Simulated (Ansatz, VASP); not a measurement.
# One calculation of WS2, two programs

INCAR

```
SYSTEM = WS2
PREC = Accurate
ENCUT = 520
EDIFF = 1E-6
ISMEAR = 0
SIGMA = 0.01
LREAL = .FALSE.
LASPH = .TRUE.
NELM = 80
ALGO = Normal
ISIF = 2
LWAVE = .FALSE.
LCHARG = .FALSE.
GGA = CA
NBANDS = 49
```

File KPOINTS:

```
regular mesh
0
G
  12 12 2
  0 0 0
```

The input POSCAR:

```
WS2
1.0
    3.1829541699      0.0000000000      0.0000000000
   -1.5914770850      2.7565191702      0.0000000000
    0.0000000000      0.0000000000     28.5322178600
W S
3 6
Direct
    0.6666666667      0.3333333333      0.4343616800
    0.6666666667      0.3333333333      0.8855337800
    0.0000000000      0.0000000000      0.6592864300
    0.6666666667      0.3333333333      0.6046252100
    0.0000000000      0.0000000000      0.3797102500
    0.0000000000      0.0000000000      0.8308482800
    0.6666666667      0.3333333333      0.7139522100
    0.0000000000      0.0000000000      0.4890304200
    0.0000000000      0.0000000000      0.9401857300
```

Contents of input.yaml:

```yaml
crystal:
  lattice:
    - [3.1829541699, 0.0, 0.0]
    - [-1.591477085, 2.7565191702, 0.0]
    - [0.0, 0.0, 28.53221786]
  atoms:
    - { symbol: W, position: [0.6666666667, 0.3333333333, 0.43436168] }
    - { symbol: W, position: [0.6666666667, 0.3333333333, 0.88553378] }
    - { symbol: W, position: [0.0, 0.0, 0.65928643] }
    - { symbol: S, position: [0.6666666667, 0.3333333333, 0.60462521] }
    - { symbol: S, position: [0.0, 0.0, 0.37971025] }
    - { symbol: S, position: [0.0, 0.0, 0.83084828] }
    - { symbol: S, position: [0.6666666667, 0.3333333333, 0.71395221] }
    - { symbol: S, position: [0.0, 0.0, 0.48903042] }
    - { symbol: S, position: [0.0, 0.0, 0.94018573] }
kpoints:
  mp_grid: { grid: [12, 12, 2] }
  band_path:
    path:
      - [0.0, 0.0, 0.0]
      - [0.5, 0.0, 0.0]
      - [0.3333333333, 0.3333333333, 0.0]
      - [0.0, 0.0, 0.5]
      - [0.5, 0.0, 0.5]
      - [0.3333333333, 0.3333333333, 0.5]
    npoints: 1
hamiltonian:
  xc: lda
scf:
  occupations: { method: fixed }
  n_extra_bands: 6
output:
  forces: true
  stress: true
  eigenvalues: true
  write_density: true
  write_potential: true
  elf: true
  volumetric_format: npy
```

Alike in both runs: functional LDA; k mesh 12 × 12 × 2; no spin polarisation.

|  | VASP | Ansatz |
| --- | --- | --- |
| version | VASP 6.6.1 | Ansatz 0.2.0 |
| potentials or method | VASP PAW LDA potentials, release 64 (W_sv, S) | Ansatz PAW |
| plane-wave cutoff (eV) | 520 | 420 |
| occupations | gaussian, width 0.01 eV | fixed |
| valence electrons in the cell | 78 | 78 |
| task | single point | band structure |

|  | VASP | Ansatz | Ansatz less VASP |
| --- | --- | --- | --- |
| gap on the k mesh at the Fermi level (eV) | 1.32 | 1.30 | -0.017 |
| least direct gap on the mesh (eV) | 1.75 | 1.74 | -0.011 |
| rms of the force components (eV/Å) | 0.142 | 0.163 | +0.0214 |

LDA's correlation is that of Perdew and Zunger in VASP and of Perdew and Wang (1992) in Ansatz. Atom by atom the forces differ by 0.022 eV/Å (rms over components).

Spin-orbit coupling is off throughout.
